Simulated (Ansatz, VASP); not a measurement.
Two plane-wave programs on AlN

```xyz
2
Lattice="0.0000 2.1840 2.1840 2.1840 0.0000 2.1840 2.1840 2.1840 0.0000" Properties=species:S:1:pos:R:3 pbc="T T T"
Al    0.0866    0.0866    0.0866
N     3.2760    3.2760    3.2760
```

Change from the starting cell: all Al atoms moved +0.150 Å, as atom 1 along Cartesian [1 1 1].

Alike in both runs: task single point; functional r2SCAN; k mesh 10 × 10 × 10; occupations gaussian, width 0.05 eV; no spin polarisation.

|  | VASP | Ansatz |
| --- | --- | --- |
| version | VASP 6.6.1 | Ansatz 0.2.0 |
| potentials or method | VASP PAW PBE potentials, release 64 (Al, N), cutoff 520 eV | scalar-relativistic, plane waves, PAW |
| valence electrons in the cell | 8 | 8 |

Ansatz gave:

```
gap on the k mesh at the Fermi level (eV)                     : 3.48
least direct gap on the mesh (eV)                             : 4.34
pressure (GPa)                                                : 2.5
traceless stress, the component that is largest in VASP (GPa) : -3.96
rms of the force components (eV/Å)                            : 0.901
```

Task: Estimate VASP's values.

Result: gap on the k mesh at the Fermi level (eV): 3.47; least direct gap on the mesh (eV): 4.38; pressure (GPa): 2.2; traceless stress, the component that is largest in VASP (GPa): -4.04; rms of the force components (eV/Å): 0.910.

VASP's potentials were made for PBE, not for r2SCAN. Atom by atom the forces differ by 0.009 eV/Å (rms over components).
